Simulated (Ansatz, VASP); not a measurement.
Cu: VASP beside Ansatz

```
Cu
1.0
    -1.49013    1.49013    1.35372
     1.49013   -1.49013    1.35372
     1.49013    1.49013   -1.35372
Cu
1
Direct
  0.00000 0.00000 0.00000
```

Alike in both runs: functional PBE; k mesh 12 × 12 × 12; occupations gaussian, width 0.1 eV; no spin polarisation.

Ansatz relaxed the structure, and its values are those at the end. VASP's run is a single point on that final structure, the one shown.

|  | VASP | Ansatz |
| --- | --- | --- |
| version | VASP 6.6.1 | Ansatz 0.2.0 |
| potentials or method | VASP PAW PBE potentials, release 64 (Cu), cutoff 520 eV | scalar-relativistic, plane waves, PAW |
| valence electrons in the cell | 11 | 19 |

|  | VASP | Ansatz | Ansatz less VASP |
| --- | --- | --- | --- |
| gap on the k mesh at the Fermi level (eV) | none | none | - |
| pressure (GPa) | 0.9 | 0.0 | -0.96 |

A gap of «none» marks a metal or a gap that the smearing closes. The functional is the same, so the differences come from potentials, cutoffs and numerics. VASP's potentials hold 11 valence electrons a cell and Ansatz's 19, so a difference there can come from the potentials and not from the codes.
